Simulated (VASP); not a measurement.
# GaS5 in VASP: a series of runs

The runs below take GaS5 through single point, relaxation of cell and atoms, with PBE.

Program: VASP 6.6.1. These are calculated values, not measurements. Logs are shortened: lines on timing, memory, paths and dates and some standing lists are left out, and cuts for length are marked.

## Step 1: The cell of the first run

The typed cell holds 6 atoms: a = 4.961 Å, b = 4.961 Å, c = 4.875 Å, α = 90.00°, β = 90.00°, γ = 90.00°.

The cell was generated, and may not be a known phase.

## Step 2: Single point, PBE

INCAR reads:

```
SYSTEM = GaS5
PREC     = Accurate       ! precision mode
ENCUT    = 520            ! plane-wave cutoff, eV
EDIFF    = 1E-7           ! SCF threshold, eV
ISMEAR   = 0              ! smearing method
SIGMA    = 0.1            ! smearing width, eV
LREAL    = .FALSE.        ! projectors in reciprocal space
LASPH    = .TRUE.         ! aspherical terms in the spheres
NELM     = 80             ! most SCF steps
ALGO     = Normal         ! electronic algorithm
ISIF     = 2              ! what is computed and relaxed
LWAVE    = .FALSE.        ! write WAVECAR
LCHARG   = .FALSE.        ! write CHGCAR
GGA      = PE             ! functional
NBANDS   = 30             ! bands
```

KPOINTS reads:

```
regular mesh
0
G
  6 6 6
  0 0 0
```

POSCAR reads:

```
GaS5
1.0
    3.5075842843     -3.5077138521      0.0000000000
    3.5075842843      3.5077138521      0.0000000000
    0.0000000000      0.0000000000      4.8752119994
Ga S
1 5
Direct
    0.0000000000      0.0000000000      0.0000000000
    0.0000000000      0.5000000000      0.5000000000
    0.5000000000      0.0000000000      0.5000000000
    0.0000000000      0.5000000000      0.0000000000
    0.5000000000      0.0000000000      0.0000000000
    0.0000000000      0.0000000000      0.5000000000
```

Potentials or basis: VASP PAW PBE potentials, release 64 (Ga_d, S).

Run with:

```sh
cat potpaw_PBE.64/Ga_d/POTCAR potpaw_PBE.64/S/POTCAR > POTCAR
mpirun -np 1 vasp_std > vasp.out
```

OUTCAR:

```text
SYSTEM = GaS5
   PREC = Accurate
   ENCUT = 520
   EDIFF = 1E-7
   ISMEAR = 0
   LREAL = .FALSE.
   LASPH = .TRUE.
   NELM = 80
   ISIF = 2
   GGA = PE

 ion  position               nearest neighbor table
   1  0.000  0.000  0.000-   6 2.44   6 2.44   4 2.48   5 2.48   4 2.48   5 2.48
   2  0.000  0.500  0.500-   4 2.44   4 2.44   6 2.48   6 2.48
   3  0.500  0.000  0.500-   5 2.44   5 2.44   6 2.48   6 2.48
   4  0.000  0.500  0.000-   2 2.44   2 2.44   1 2.48   1 2.48
   5  0.500  0.000  0.000-   3 2.44   3 2.44   1 2.48   1 2.48
   6  0.000  0.000  0.500-   1 2.44   1 2.44   3 2.48   2 2.48   2 2.48   3 2.48

  LATTYP: Found a base centered orthorhombic cell.
 ALAT       =     7.0151685686
 B/A-ratio  =     1.0000369393
 C/A-ratio  =     0.6949529369

  Lattice vectors:

 A1 = (   3.5075842843,  -3.5077138521,   0.0000000000)
 A2 = (   3.5075842843,   3.5077138521,   0.0000000000)
 A3 = (   0.0000000000,   0.0000000000,   4.8752119994)

Analysis of symmetry for initial positions (statically):
=====================================================================
 Subroutine PRICEL returns:
 Original cell was already a primitive cell.

 Routine SETGRP: Setting up the symmetry group for a
 base centered orthorhombic supercell.

 Subroutine GETGRP returns: Found  8 space group operations
 (whereof  8 operations were pure point group operations)
 out of a pool of  8 trial point group operations.

The static configuration has the point symmetry D_2h.

Analysis of symmetry for dynamics (positions and initial velocities):
=====================================================================
 Subroutine PRICEL returns:
 Original cell was already a primitive cell.

 Routine SETGRP: Setting up the symmetry group for a
 base centered orthorhombic supercell.

 Subroutine GETGRP returns: Found  8 space group operations
 (whereof  8 operations were pure point group operations)
 out of a pool of  8 trial point group operations.

The dynamic configuration has the point symmetry D_2h.

 Subroutine INISYM returns: Found  8 space group operations
 (whereof  8 operations are pure point group operations),
 and found     1 'primitive' translations

----------------------------------------------------------------------------------------

                                     Primitive cell

  volume of cell :     119.9653

  direct lattice vectors                    reciprocal lattice vectors
     3.507584284 -3.507713852  0.000000000     0.142548250 -0.142542984  0.000000000
     3.507584284  3.507713852  0.000000000     0.142548250  0.142542984  0.000000000
     0.000000000  0.000000000  4.875211999     0.000000000  0.000000000  0.205119285

  length of vectors
     4.960564885  4.960564885  4.875211999     0.201589945  0.201589945  0.205119285

  position of ions in fractional coordinates (direct lattice)
     0.000000000  0.000000000  0.000000000
     0.000000000  0.500000000  0.500000000
     0.500000000  0.000000000  0.500000000
     0.000000000  0.500000000  0.000000000
     0.500000000  0.000000000  0.000000000
     0.000000000  0.000000000  0.500000000

  ion indices of the primitive-cell ions
   primitive index   ion index
                 1           1
                 2           2
                 3           3
                 4           4
                 5           5
                 6           6

----------------------------------------------------------------------------------------

 KPOINTS: regular mesh

Automatic generation of k-mesh.
 Grid dimensions read from file:
 generate k-points for:    6    6    6

 Generating k-lattice:

  Cartesian coordinates                     Fractional coordinates (reciprocal lattice)
     0.023758042 -0.023757164  0.000000000     0.166666667  0.000000000  0.000000000
     0.023758042  0.023757164  0.000000000     0.000000000  0.166666667  0.000000000
     0.000000000  0.000000000  0.034186548     0.000000000  0.000000000  0.166666667

  Length of vectors
     0.033598324  0.033598324  0.034186548

  Shift w.r.t. Gamma in fractional coordinates (k-lattice)
     0.000000000  0.000000000  0.000000000

 Subroutine IBZKPT returns following result:
 ===========================================

 Found     52 irreducible k-points:

 Following reciprocal coordinates:
            Coordinates               Weight
  0.000000  0.000000  0.000000      1.000000
  0.166667 -0.000000  0.000000      4.000000
  0.333333 -0.000000  0.000000      4.000000
  0.500000 -0.000000  0.000000      2.000000
  0.166667  0.166667  0.000000      2.000000
  0.333333  0.166667  0.000000      4.000000
[... 16 lines left out ...]
  0.333333  0.333333  0.166667      4.000000
  0.500000  0.333333  0.166667      8.000000
 [... further k-points ...]
   k-points           NKPTS =     52   k-points in BZ     NKDIM =     52   number of bands    NBANDS=     30
   number of dos      NEDOS =    301   number of ions     NIONS =      6
   total plane-waves  NPLWV =  57600
   dimension x,y,z NGX =    40 NGY =   40 NGZ =   36
   dimension x,y,z NGXF=    80 NGYF=   80 NGZF=   72
   ions per type =               1   5
   NGX,Y,Z   is equivalent  to a cutoff of  13.41, 13.41, 12.28 a.u.
   NGXF,Y,Z  is equivalent  to a cutoff of  26.81, 26.81, 24.55 a.u.
 SYSTEM =  GaS5
   PREC   = accura    normal or accurate (medium, high low for compatibility)
   ISTART =      0    job   : 0-new  1-cont  2-samecut
   ICHARG =      2    charge: 1-file 2-atom 10-const
   ISPIN  =      1    spin polarized calculation?
   LNONCOLLINEAR =      F non collinear calculations
   LSORBIT =      F    spin-orbit coupling
   LASPH  =      T    aspherical Exc in radial PAW
   ENCUT  =  520.0 eV  38.22 Ry    6.18 a.u.   9.22  9.22  9.06*2*pi/ulx,y,z
   NELM   =     80;   NELMIN=  2; NELMDL= -5     # of ELM steps
   EDIFF  = 0.1E-06   stopping-criterion for ELM
   LREAL  =      F    real-space projection
   EDIFFG = 0.1E-05   stopping-criterion for IOM
   NSW    =      0    number of steps for IOM
   IBRION =     -1    ionic relax: 0-MD 1-quasi-New 2-CG
   NFREE  =      0    steps in history (QN), initial steepest desc. (CG)
   ISIF   =      2    stress and relaxation
   ISYM   =      2    0-nonsym 1-usesym 2-fastsym
   POTIM  = 0.5000    time-step for ionic-motion
   TEBEG  =    0.0;   TEEND  =   0.0 temperature during run
   PSTRESS=    0.0 pullay stress
   NELECT =      43.0000    total number of electrons
   NUPDOWN=      -1.0000    fix difference up-down
   EMIN   =  10.00;   EMAX   =-10.00  energy-range for DOS
   EFERMI =   0.00;   METHOD = LEGACY
   ISMEAR =     0;   SIGMA  =   0.10  broadening in eV -4-tet -1-fermi 0-gaus
   EFERMI_NEDOS =   21; number of points for ismear=-14 and -15
   IALGO  =     38    algorithm
   IMIX   =      4    mixing-type and parameters
     AMIX     =   0.40;   BMIX     =  1.00
     AMIX_MAG =   1.60;   BMIX_MAG =  1.00
  volume/ion in A,a.u.               =      19.99       134.93
  Fermi-wavevector in a.u.,A,eV,Ry     =   1.162909  2.197579 18.399938  1.352357
  Thomas-Fermi vector in A             =   2.299465
   LORBIT       =      0    0 simple, 1 ext, 2 COOP (PROOUT), +10 PAW based schemes
   GGA     = PE    functional components
   LHFCALC =     F    Hartree Fock is set to
   AEXX    =    0.0000 exact exchange contribution
   IVDW    =     0    specifies the selected vdW correction
   LEPSILON=     F    determine dielectric tensor
   LRPA    =     F    only Hartree local field effects (RPA)
 non-spin polarized calculation
 Gauss-broadening in eV      SIGMA  =   0.10
  energy-cutoff  :      520.00
  volume of cell :      119.97
 maximum number of plane-waves:      3260
 NGX is ok and might be reduce to    40
   NGX = 19   NGY = 19   NGZ = 19

 number of electron      42.9999996 magnetization

 Free energy of the ion-electron system (eV)
  ---------------------------------------------------
  ext. energy  EPLUGINS =         0.00000000
  ---------------------------------------------------
  free energy    TOTEN  =       -22.20673390 eV

  energy without entropy =      -22.18739014  energy(sigma->0) =      -22.19706202

 E-fermi :   4.7181     XC(G=0):  -9.6503

 val. band max:        4.7121367782   @ k =   0.1667  -0.0000   0.1667
 cond. band min:       4.7487688992   @ k =   0.3333   0.1667   0.0000
 fundamental gap:      0.0366321210
 Fermi energy:         4.7181311350

 k-point     1 :       0.0000    0.0000    0.0000
  band No.  band energies     occupation
      1     -11.7471      2.00000
      2     -10.8023      2.00000
      3     -10.7570      2.00000
      4     -10.5409      2.00000
      5     -10.5409      2.00000
      6     -10.4859      2.00000
[... 22 lines left out ...]
     29       9.4713      0.00000
     30       9.7737      0.00000

 k-point     2 :       0.1667   -0.0000    0.0000
  band No.  band energies     occupation
      1     -11.6618      2.00000
      2     -10.7906      2.00000
      3     -10.7298      2.00000
      4     -10.5420      2.00000
      5     -10.5409      2.00000
      6     -10.4865      2.00000
[... 22 lines left out ...]
     29       9.7495      0.00000
     30       9.9111      0.00000

 k-point     3 :       0.3333   -0.0000    0.0000
  band No.  band energies     occupation
      1     -11.4699      2.00000
      2     -10.7826      2.00000
      3     -10.5990      2.00000
      4     -10.5443      2.00000
      5     -10.5408      2.00000
      6     -10.4878      2.00000
[... 22 lines left out ...]
     29      10.9831      0.00000
     30      11.0125      0.00000

 k-point     4 :       0.5000   -0.0000    0.0000
  band No.  band energies     occupation
      1     -11.3641      2.00000
      2     -10.7809      2.00000
      3     -10.5454      2.00000
      4     -10.5408      2.00000
      5     -10.4884      2.00000
      6     -10.4156      2.00000
[... 616 lines left out ...]
     29       9.9268      0.00000
     30      10.8431      0.00000

 k-point    23 :       0.3333    0.3333    0.1667
  band No.  band energies     occupation
      1     -11.1025      2.00000
      2     -10.6630      2.00000
      3     -10.5578      2.00000
      4     -10.5490      2.00000
      5     -10.4897      2.00000
      6     -10.4363      2.00000
[... 22 lines left out ...]
     29      10.6976      0.00000
     30      11.3272      0.00000

 k-point    24 :       0.5000    0.3333    0.1667
  band No.  band energies     occupation
      1     -11.0284      2.00000
      2     -10.6415      2.00000
      3     -10.5533      2.00000
      4     -10.5500      2.00000
      5     -10.4904      2.00000
      6     -10.2081      2.00000
[... 22 lines left out ...]
     29      10.7417      0.00000
     30      11.2462      0.00000

 [... further k-points ...]

------------------------ aborting loop because EDIFF is reached ----------------------------------------

  FORCE on cell =-STRESS in cart. coord.  units (eV):
  Direction    XX          YY          ZZ          XY          YZ          ZX
  --------------------------------------------------------------------------------------
  -------------------------------------------------------------------------------------
  Total       -0.0723061     -0.0727487     -0.0026482      0.0000000      0.0000000      0.0000000
  in kB       -0.9656724     -0.9715835     -0.0353681      0.0000000      0.0000000      0.0000000
  external PRESSURE =      -0.6575413 kB  Pullay stress =       0.0000000 kB

 VOLUME and BASIS-vectors are now :
 -----------------------------------------------------------------------------
  energy-cutoff  :      520.00
  volume of cell :      119.97
      direct lattice vectors                 reciprocal lattice vectors
     3.507584284 -3.507713852  0.000000000     0.142548250 -0.142542984  0.000000000
     3.507584284  3.507713852  0.000000000     0.142548250  0.142542984  0.000000000
     0.000000000  0.000000000  4.875211999     0.000000000  0.000000000  0.205119285

 POSITION                                       TOTAL-FORCE (eV/Angst)
 -----------------------------------------------------------------------------------
      0.00000      0.00000      0.00000         0.000000     -0.000000      0.000000
      1.75379      1.75386      2.43761         0.000000      0.000000      0.000000
      1.75379     -1.75386      2.43761         0.000000      0.000000      0.000000
      1.75379      1.75386      0.00000         0.000000      0.000000      0.000000
      1.75379     -1.75386      0.00000         0.000000      0.000000      0.000000
      0.00000      0.00000      2.43761         0.000000     -0.000000      0.000000
 -----------------------------------------------------------------------------------
    total drift:                               -0.000000      0.000000      0.000000

  FREE ENERGIE OF THE ION-ELECTRON SYSTEM (eV)
  ---------------------------------------------------
  free  energy   TOTEN  =       -22.2067339027 eV

  energy  without entropy=      -22.1873901361  energy(sigma->0) =      -22.19706202
```

Wall time 5.4 min (1 thread of Intel Xeon 8259CL, shared host); peak memory 0.31 GiB.

What came out:

* Free energy: -22.2067 eV
* Pressure: -0.1 GPa
* Band gap on the k mesh: zero (an odd number of electrons rules out a gap without spin polarisation)

## Step 3: Relaxation of cell and atoms, PBE

INCAR reads:

```
ALGO = Normal
EDIFF = 1E-6
EDIFFG = -0.01
ENCUT = 600
GGA = PE
IBRION = 2
ISIF = 3
ISMEAR = 0
LASPH = True
LCHARG = False
LREAL = False
LWAVE = False
NELM = 80
NSW = 100
PREC = Accurate
SIGMA = 0.1
```

KPOINTS reads:

```
k-points
0
Gamma
  6 6 6
```

Edit POSCAR of step 2 so:

```diff
@@ -2,5 +2,5 @@
 1.0
-    3.5075842843     -3.5077138521      0.0000000000
-    3.5075842843      3.5077138521      0.0000000000
-    0.0000000000      0.0000000000      4.8752119994
+    3.4991214164     -3.4996477924      0.0000000000
+    3.4991214164      3.4996477924      0.0000000000
+    0.0000000000      0.0000000000      4.8900700712
 Ga S
```

Potentials or basis: VASP PAW PBE potentials, release 64 (Ga_d, S).

Run with:

```sh
cat potpaw_PBE.64/Ga_d/POTCAR potpaw_PBE.64/S/POTCAR > POTCAR
mpirun -np 1 vasp_std > vasp.out
```

Wall time 11 min (1 thread of Intel Xeon 8259CL, shared host); peak memory 0.36 GiB.

It converged, with:

| Property | Result |
| --- | --- |
| Free energy | -22.2072 eV |
| Relaxed volume | 19.98 Å³/atom |
| Relaxed cell | a = 4.958 Å, b = 4.958 Å, c = 4.876 Å, α = 90.00°, β = 90.00°, γ = 90.01° |
| Space group after relaxing (to 0.1 Å) | P4/mmm (No. 123) |
| Energy gained by relaxing | 0.1 meV/atom |
| Ionic steps | 4 |
| Pressure after relaxing | 0.0 GPa |

The path:
| step | energy change (eV) | largest force (eV/Å) | pressure (GPa) | volume (Å³) |
| --- | --- | --- | --- | --- |
| 1 | 0.0000 | 0.0000 | -0.04 | 119.76 |
| 2 | -0.0008 | 0.0000 | 0.11 | 119.68 |
| 3 | -0.0008 | 0.0000 | 0.10 | 119.68 |
| 4 | -0.0009 | 0.0000 | 0.00 | 119.88 |

Final structure:
```cif
data_structure
_symmetry_space_group_name_H-M 'P 1'
_symmetry_Int_Tables_number 1
_cell_length_a 4.9583
_cell_length_b 4.9583
_cell_length_c 4.8762
_cell_angle_alpha 90.000
_cell_angle_beta 90.000
_cell_angle_gamma 90.007
_cell_volume 119.88
loop_
_atom_site_label
_atom_site_type_symbol
_atom_site_fract_x
_atom_site_fract_y
_atom_site_fract_z
_atom_site_occupancy
Ga1 Ga 0.00000 0.00000 0.00000 1
S1 S 0.00000 0.50000 0.50000 1
S2 S 0.50000 0.00000 0.50000 1
S3 S 0.00000 0.50000 0.00000 1
S4 S 0.50000 0.00000 0.00000 1
S5 S 0.00000 0.00000 0.50000 1
```

Levels at points of the mesh, in eV from the Fermi level:
```csv
k point,band 19,band 20,band 21,band 22,band 23,band 24
"(0.00, 0.00, 0.00)",-2.44,-2.44,0.19,0.19,3.70,3.71
"(0.50, 0.00, 0.00)",-2.14,-1.96,-0.30,-0.26,2.07,3.62
"(0.50, 0.50, 0.00)",-1.48,-1.48,-1.42,-0.54,0.98,3.96
"(0.00, 0.00, 0.50)",-1.54,-1.28,-1.28,-1.01,-0.96,2.25
"(0.50, 0.00, 0.50)",-1.96,-1.61,-1.54,-1.43,-0.82,-0.76
"(0.50, 0.50, 0.50)",-1.44,-1.44,-1.34,-0.94,-0.94,-0.56
```

Caveat: the highest band is partly filled, so the run has too few bands.

The gap in the log of VASP goes by the Fermi energy; the results here count the filled bands.